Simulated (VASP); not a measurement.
A run of VASP 6.6.1 is set up as follows.

File INCAR:

```
PREC = Accurate
ENCUT = 520
EDIFF = 1E-7
ISMEAR = 0
SIGMA = 0.02
LREAL = False
LASPH = True
NELM = 60
ALGO = Normal
ISIF = 2
LWAVE = False
LCHARG = False
GGA = PE
NBANDS = 11
```

Contents of KPOINTS:

```
regular mesh
0
Gamma
  10 10 10
```

POSCAR

```
AlN
1.0
    0.0000000000      2.0438767828      2.0438767828
    2.0438767828      0.0000000000      2.0438767828
    2.0438767828      2.0438767828      0.0000000000
Al N
1 1
Direct
    0.5000000000      0.5000000000      0.5000000000
    0.0000000000      0.0000000000      0.0000000000
```

Potentials or basis: VASP PAW PBE potentials, release 64 (Al, N).

Command:

```sh
$ cat potpaw_PBE.64/Al/POTCAR potpaw_PBE.64/N/POTCAR > POTCAR
$ mpirun -np 1 vasp_std > vasp.out
```

(1) Estimate the band gap on the k mesh.

(2) Estimate the pressure.

## Answers

(1) 4.29 eV, indirect (least direct gap 5.21 eV).

(2) -3.4 GPa.

Caveat: the cell differs from its parent crystal (strained).
